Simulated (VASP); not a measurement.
# C (I4_1/amd) in VASP: further runs

The runs below take C through single point, with PBEsol.

All numbers are computed with VASP 6.6.1; they aren't measurements. Logs are shortened: lines on timing, memory, paths and dates and some standing lists are left out, and cuts for length are marked.

## Step 1: The cell of the first run

It takes space group I4_1/amd (No. 141, tetragonal). Conventional cell: a = 2.538 Å, b = 2.538 Å, c = 3.532 Å, α = 90.00°, β = 90.00°, γ = 90.00°. Within 2.1 Å of C (site symmetry -4m2) lie 4 C at 1.55 Å.

## Step 2: Single point, PBEsol (strained cell)

INCAR

```
SYSTEM = C
ALGO = Normal ; EDIFF = 1E-6
ENCUT = 600 ; GGA = PS
GGA_COMPAT = .False. ; ISIF = 2
ISMEAR = 0 ; LASPH = .True.
LCHARG = .False. ; LREAL = .False.
LWAVE = .False. ; NBANDS = 11
NELM = 120 ; PREC = Accurate
SIGMA = 0.02
```

KPOINTS

```
k-points
0
Gamma
  10 10 10
  0 0 0
```

POSCAR

```
C
1.0
    0.0000000000      1.7946008943      1.7661715732
    1.7946008943      0.0000000000      1.7661715732
    1.7946008943      1.7946008943      0.0000000000
C
2
Direct
    0.0000000000      0.0000000000      0.0000000000
    0.2500000000      0.2500000000      0.2500000000
```

Potentials or basis: VASP PAW PBE potentials, release 64 (C).

Command:

```bash
$ cat potpaw_PBE.64/C/POTCAR > POTCAR
$ mpirun -np 1 vasp_std > vasp.out
```

OUTCAR:

```text
SYSTEM = C
   EDIFF = 1E-6
   ENCUT = 600
   GGA = PS
   ISIF = 2
   ISMEAR = 0
   LASPH = .True.
   LREAL = .False.
   NELM = 120
   PREC = Accurate

 ion  position               nearest neighbor table
   1  0.000  0.000  0.000-   2 1.55   2 1.55   2 1.55   2 1.55
   2  0.250  0.250  0.250-   1 1.55   1 1.55   1 1.55   1 1.55

  LATTYP: Found a body centered tetragonal cell.
 ALAT       =     2.5379489238
 C/A-ratio  =     1.3918101792

  Lattice vectors:

 A1 = (   0.0000000000,  -1.7946008943,  -1.7661715732)
 A2 = (   0.0000000000,   1.7946008943,  -1.7661715732)
 A3 = (   1.7946008943,   0.0000000000,   1.7661715732)

Analysis of symmetry for initial positions (statically):
=====================================================================
 Subroutine PRICEL returns:
 Original cell was already a primitive cell.

 Routine SETGRP: Setting up the symmetry group for a
 body centered tetragonal supercell.

 Subroutine GETGRP returns: Found 16 space group operations
 (whereof  8 operations were pure point group operations)
 out of a pool of 16 trial point group operations.

The static configuration has the point symmetry D_2d.
 The point group associated with its full space group is D_4h.

Analysis of symmetry for dynamics (positions and initial velocities):
=====================================================================
 Subroutine PRICEL returns:
 Original cell was already a primitive cell.

 Routine SETGRP: Setting up the symmetry group for a
 body centered tetragonal supercell.

 Subroutine GETGRP returns: Found 16 space group operations
 (whereof  8 operations were pure point group operations)
 out of a pool of 16 trial point group operations.

The dynamic configuration has the point symmetry D_2d.
 The point group associated with its full space group is D_4h.

 Subroutine INISYM returns: Found 16 space group operations
 (whereof  8 operations are pure point group operations),
 and found     1 'primitive' translations

----------------------------------------------------------------------------------------

                                     Primitive cell

  volume of cell :      11.3762

  direct lattice vectors                    reciprocal lattice vectors
     0.000000000  1.794600894  1.766171573    -0.278613480  0.278613480  0.283098204
     1.794600894  0.000000000  1.766171573     0.278613480 -0.278613480  0.283098204
     1.794600894  1.794600894  0.000000000     0.278613480  0.278613480 -0.283098204

  length of vectors
     2.517926607  2.517926607  2.537948924     0.485175778  0.485175778  0.485175778

  position of ions in fractional coordinates (direct lattice)
     0.000000000  0.000000000  0.000000000
     0.250000000  0.250000000  0.250000000

  ion indices of the primitive-cell ions
   primitive index   ion index
                 1           1
                 2           2

----------------------------------------------------------------------------------------

 KPOINTS: k-points

Automatic generation of k-mesh.
 Grid dimensions read from file:
 generate k-points for:   10   10   10

 Generating k-lattice:

  Cartesian coordinates                     Fractional coordinates (reciprocal lattice)
    -0.027861348  0.027861348  0.028309820     0.100000000  0.000000000  0.000000000
     0.027861348 -0.027861348  0.028309820     0.000000000  0.100000000  0.000000000
     0.027861348  0.027861348 -0.028309820     0.000000000  0.000000000  0.100000000

  Length of vectors
     0.048517578  0.048517578  0.048517578

  Shift w.r.t. Gamma in fractional coordinates (k-lattice)
     0.000000000  0.000000000  0.000000000

 Subroutine IBZKPT returns following result:
 ===========================================

 Found    102 irreducible k-points:

 Following reciprocal coordinates:
            Coordinates               Weight
  0.000000  0.000000  0.000000      1.000000
  0.100000  0.000000  0.000000      8.000000
  0.200000  0.000000  0.000000      8.000000
  0.300000 -0.000000  0.000000      8.000000
  0.400000  0.000000  0.000000      8.000000
  0.500000  0.000000  0.000000      4.000000
[... 16 lines left out ...]
  0.300000  0.300000  0.000000      2.000000
  0.400000  0.300000  0.000000      8.000000
 [... further k-points ...]
   k-points           NKPTS =    102   k-points in BZ     NKDIM =    102   number of bands    NBANDS=     11
   number of dos      NEDOS =    301   number of ions     NIONS =      2
   total plane-waves  NPLWV =   8000
   dimension x,y,z NGX =    20 NGY =   20 NGZ =   20
   dimension x,y,z NGXF=    40 NGYF=   40 NGZF=   40
   ions per type =               2
   NGX,Y,Z   is equivalent  to a cutoff of  13.20, 13.20, 13.10 a.u.
   NGXF,Y,Z  is equivalent  to a cutoff of  26.41, 26.41, 26.20 a.u.
 SYSTEM =  C
   PREC   = accura    normal or accurate (medium, high low for compatibility)
   ISTART =      0    job   : 0-new  1-cont  2-samecut
   ICHARG =      2    charge: 1-file 2-atom 10-const
   ISPIN  =      1    spin polarized calculation?
   LNONCOLLINEAR =      F non collinear calculations
   LSORBIT =      F    spin-orbit coupling
   LASPH  =      T    aspherical Exc in radial PAW
   ENCUT  =  600.0 eV  44.10 Ry    6.64 a.u.   5.03  5.03  5.07*2*pi/ulx,y,z
   NELM   =    120;   NELMIN=  2; NELMDL= -5     # of ELM steps
   EDIFF  = 0.1E-05   stopping-criterion for ELM
   LREAL  =      F    real-space projection
   EDIFFG = 0.1E-04   stopping-criterion for IOM
   NSW    =      0    number of steps for IOM
   IBRION =     -1    ionic relax: 0-MD 1-quasi-New 2-CG
   NFREE  =      0    steps in history (QN), initial steepest desc. (CG)
   ISIF   =      2    stress and relaxation
   ISYM   =      2    0-nonsym 1-usesym 2-fastsym
   POTIM  = 0.5000    time-step for ionic-motion
   TEBEG  =    0.0;   TEEND  =   0.0 temperature during run
   PSTRESS=    0.0 pullay stress
   NELECT =       8.0000    total number of electrons
   NUPDOWN=      -1.0000    fix difference up-down
   EMIN   =  10.00;   EMAX   =-10.00  energy-range for DOS
   EFERMI =   0.00;   METHOD = LEGACY
   ISMEAR =     0;   SIGMA  =   0.02  broadening in eV -4-tet -1-fermi 0-gaus
   EFERMI_NEDOS =   21; number of points for ismear=-14 and -15
   IALGO  =     38    algorithm
   IMIX   =      4    mixing-type and parameters
     AMIX     =   0.40;   BMIX     =  1.00
     AMIX_MAG =   1.60;   BMIX_MAG =  1.00
  volume/ion in A,a.u.               =       5.69        38.39
  Fermi-wavevector in a.u.,A,eV,Ry     =   1.455812  2.751086 28.836030  2.119388
  Thomas-Fermi vector in A             =   2.572803
   LORBIT       =      0    0 simple, 1 ext, 2 COOP (PROOUT), +10 PAW based schemes
   GGA     = PS    functional components
   LHFCALC =     F    Hartree Fock is set to
   AEXX    =    0.0000 exact exchange contribution
   IVDW    =     0    specifies the selected vdW correction
   LEPSILON=     F    determine dielectric tensor
   LRPA    =     F    only Hartree local field effects (RPA)
 non-spin polarized calculation
 Gauss-broadening in eV      SIGMA  =   0.02
  energy-cutoff  :      600.00
  volume of cell :       11.38
 maximum number of plane-waves:       389
   NGX =  9   NGY =  9   NGZ = 11

 number of electron       7.9999999 magnetization

 Free energy of the ion-electron system (eV)
  ---------------------------------------------------
  ext. energy  EPLUGINS =         0.00000000
  ---------------------------------------------------
  free energy    TOTEN  =       -19.24679224 eV

  energy without entropy =      -19.24679224  energy(sigma->0) =      -19.24679224

 E-fermi :   9.9485     XC(G=0): -13.4190

 val. band max:        9.8245484482   @ k =   0.0000   0.0000   0.0000
 cond. band min:      13.4417036186   @ k =   0.4000   0.4000   0.0000
 fundamental gap:      3.6171551704
 Fermi energy:         9.9485234233

 k-point     1 :       0.0000    0.0000    0.0000
  band No.  band energies     occupation
      1     -11.8158      2.00000
      2       9.5882      2.00000
      3       9.5882      2.00000
      4       9.8245      2.00000
      5      15.0713      0.00000
      6      15.2660      0.00000
      7      15.2660      0.00000
      8      22.9660      0.00000
      9      28.5911      0.00000
     10      35.6864      0.00000
     11      36.4778      0.00000

 k-point     2 :       0.1000    0.0000    0.0000
  band No.  band energies     occupation
      1     -11.5388      2.00000
      2       7.9787      2.00000
      3       9.1335      2.00000
      4       9.3086      2.00000
      5      15.6969      0.00000
      6      15.8470      0.00000
      7      16.1783      0.00000
      8      23.1914      0.00000
      9      29.0439      0.00000
     10      33.1913      0.00000
     11      33.7007      0.00000

 k-point     3 :       0.2000    0.0000    0.0000
  band No.  band energies     occupation
      1     -10.7125      2.00000
      2       4.7717      2.00000
      3       8.2385      2.00000
      4       8.4420      2.00000
      5      16.8224      0.00000
      6      16.9488      0.00000
      7      17.4094      0.00000
      8      23.8116      0.00000
      9      29.8205      0.00000
     10      31.7720      0.00000
     11      32.1237      0.00000
[... 267 lines left out ...]
 k-point    23 :       0.3000    0.3000    0.0000
  band No.  band energies     occupation
      1      -8.4715      2.00000
      2       3.8149      2.00000
      3       4.6308      2.00000
      4       4.6308      2.00000
      5      13.5507      0.00000
      6      18.0499      0.00000
      7      22.7296      0.00000
      8      22.7296      0.00000
      9      30.5758      0.00000
     10      32.3910      0.00000
     11      39.9797      0.00000

 k-point    24 :       0.4000    0.3000    0.0000
  band No.  band energies     occupation
      1      -7.1301      2.00000
      2       1.7315      2.00000
      3       3.6364      2.00000
      4       4.1476      2.00000
      5      14.0859      0.00000
      6      17.3290      0.00000
      7      23.7000      0.00000
      8      23.7817      0.00000
      9      31.4293      0.00000
     10      32.4619      0.00000
     11      40.0850      0.00000

 [... further k-points ...]

------------------------ aborting loop because EDIFF is reached ----------------------------------------

  FORCE on cell =-STRESS in cart. coord.  units (eV):
  Direction    XX          YY          ZZ          XY          YZ          ZX
  --------------------------------------------------------------------------------------
  -------------------------------------------------------------------------------------
  Total       -0.7413059     -0.7413059      0.2811389      0.0000000      0.0000000      0.0000000
  in kB     -104.4021413   -104.4021413     39.5943161      0.0000000      0.0000000      0.0000000
  external PRESSURE =     -56.4033222 kB  Pullay stress =       0.0000000 kB

 VOLUME and BASIS-vectors are now :
 -----------------------------------------------------------------------------
  energy-cutoff  :      600.00
  volume of cell :       11.38
      direct lattice vectors                 reciprocal lattice vectors
     0.000000000  1.794600894  1.766171573    -0.278613480  0.278613480  0.283098204
     1.794600894  0.000000000  1.766171573     0.278613480 -0.278613480  0.283098204
     1.794600894  1.794600894  0.000000000     0.278613480  0.278613480 -0.283098204

 POSITION                                       TOTAL-FORCE (eV/Angst)
 -----------------------------------------------------------------------------------
      0.00000      0.00000      0.00000        -0.000000     -0.000000      0.000000
      0.89730      0.89730      0.88309         0.000000      0.000000      0.000000
 -----------------------------------------------------------------------------------
    total drift:                                0.000000      0.000000      0.000000

  FREE ENERGIE OF THE ION-ELECTRON SYSTEM (eV)
  ---------------------------------------------------
  free  energy   TOTEN  =       -19.2467922449 eV

  energy  without entropy=      -19.2467922449  energy(sigma->0) =      -19.24679224
```

Run time: 16 s. Hardware: 1 thread of Intel Xeon 8259CL, shared host; peak memory 0.12 GiB.

Results:

- Free energy: -19.2468 eV
- Pressure: -5.6 GPa
- Band gap on the k mesh: 3.62 eV (least direct gap 5.25 eV)

Caveat: the cell differs from its parent crystal (strained cell); the cell stands under tension; the PAW data sets were made with another functional, which shifts forces and pressure a little. A k mesh can miss the band edges.

## Step 3: Single point, PBEsol (strained cell)

INCAR

```
SYSTEM = C
PREC = Accurate
ENCUT = 600
EDIFF = 1E-6
ISMEAR = 0
SIGMA = 0.02
LREAL = .FALSE.
LASPH = .TRUE.
NELM = 120
ALGO = Normal
ISIF = 2
LWAVE = .FALSE.
LCHARG = .TRUE.
GGA = PS
LELF = .TRUE.
LVHAR = .TRUE.
NBANDS = 11
GGA_COMPAT = .FALSE.
```

KPOINTS

```
regular mesh
0
G
  10 10 10
  0 0 0
```

POSCAR

```
C
1.0
    0.0000000000      1.7946008943      1.8080529567
    1.7946008943      0.0000000000      1.8080529567
    1.7946008943      1.7946008943      0.0000000000
C
2
Direct
    0.0000000000      0.0000000000      0.0000000000
    0.2500000000      0.2500000000      0.2500000000
```

Potentials or basis: VASP PAW PBE potentials, release 64 (C).

Command:

```bash
$ cat potpaw_PBE.64/C/POTCAR > POTCAR
$ mpirun -np 1 vasp_std > vasp.out
```

It took 16 s on 1 thread of Intel Xeon 8259CL, shared host; peak memory 0.12 GiB.

Results (log left out):

```yaml
Free_energy: -19.2343 eV
Pressure: -15.3 GPa
Band_gap_on_the_k_mesh: 3.88 eV (least direct gap 5.40 eV)
```

Stress tensor (GPa, compression positive):
```
-13.07   0.00   0.00
  0.00 -13.07   0.00
  0.00   0.00 -19.79
```

Levels at points of the mesh, in eV from the valence-band top:
```
           k point  band 2  band 3  band 4  band 5  band 6  band 7
(0.00, 0.00, 0.00)   -0.11    0.00    0.00    5.40    5.40    5.49
(0.50, 0.00, 0.00)  -13.21   -2.85   -2.72    8.15    8.27    8.51
(0.50, 0.50, 0.00)  -12.70   -6.14   -6.14    4.62    4.62   16.32
(0.50, 0.00, 0.50)  -12.59   -6.25   -6.25    4.45    4.45   16.36
```

Caveat: the cell differs from its parent crystal (strained cell); the cell stands under tension; the PAW data sets were made with another functional, which shifts forces and pressure a little. A k mesh can miss the band edges.

## Step 4: Single point, PBEsol (strained cell)

INCAR

```
ALGO = Normal ; EDIFF = 1E-6
ENCUT = 600 ; GGA = PS
GGA_COMPAT = False ; ISIF = 2
ISMEAR = 0 ; LASPH = True
LCHARG = False ; LREAL = False
LWAVE = False ; NBANDS = 11
NELM = 120 ; PREC = Accurate
SIGMA = 0.02
```

KPOINTS

```
k-points
0
Gamma
  10 10 10
```

POSCAR

```
C
1.0
    0.0000000000      1.7946008943      1.7724238722
    1.7946008943      0.0000000000      1.7724238722
    1.7946008943      1.7946008943      0.0000000000
C
2
Direct
    0.0000000000      0.0000000000      0.0000000000
    0.2500000000      0.2500000000      0.2500000000
```

Command:

```bash
$ cat potpaw_PBE.64/C/POTCAR > POTCAR
$ mpirun -np 1 vasp_std > vasp.out
```

Wall time 15 s (1 thread of Intel Xeon 8259CL, shared host); peak memory 0.13 GiB.

The run converged. Its results:

| Quantity | Value |
| --- | --- |
| Free energy | -19.2475 eV |
| Pressure | -7.2 GPa |
| Band gap on the k mesh | 3.70 eV (least direct gap 5.30 eV) |

Stress tensor (GPa, compression positive):
```
-10.89   0.00   0.00
  0.00 -10.89   0.00
  0.00   0.00   0.32
```

Levels at points of the mesh, in eV from the valence-band top:
| k point | band 1 | band 2 | band 3 | band 4 | band 5 | band 6 | band 7 | band 8 | band 9 |
| --- | --- | --- | --- | --- | --- | --- | --- | --- | --- |
| (0.00, 0.00, 0.00) | -21.56 | -0.18 | -0.18 | 0.00 | 5.30 | 5.45 | 5.45 | 13.10 | 18.75 |
| (0.50, 0.00, 0.00) | -15.76 | -13.52 | -3.03 | -2.81 | 8.17 | 8.18 | 8.74 | 15.31 | 21.42 |
| (0.50, 0.50, 0.00) | -12.72 | -12.72 | -6.54 | -6.54 | 4.27 | 4.27 | 16.60 | 16.60 | 22.95 |
| (0.50, 0.00, 0.50) | -12.92 | -12.92 | -6.36 | -6.36 | 4.56 | 4.56 | 16.53 | 16.53 | 22.76 |

Caveat: the cell differs from its parent crystal (strained cell); the cell stands under tension; the PAW data sets were made with another functional, which shifts forces and pressure a little. A k mesh can miss the band edges.

(Part 1 of 2 ends here.)
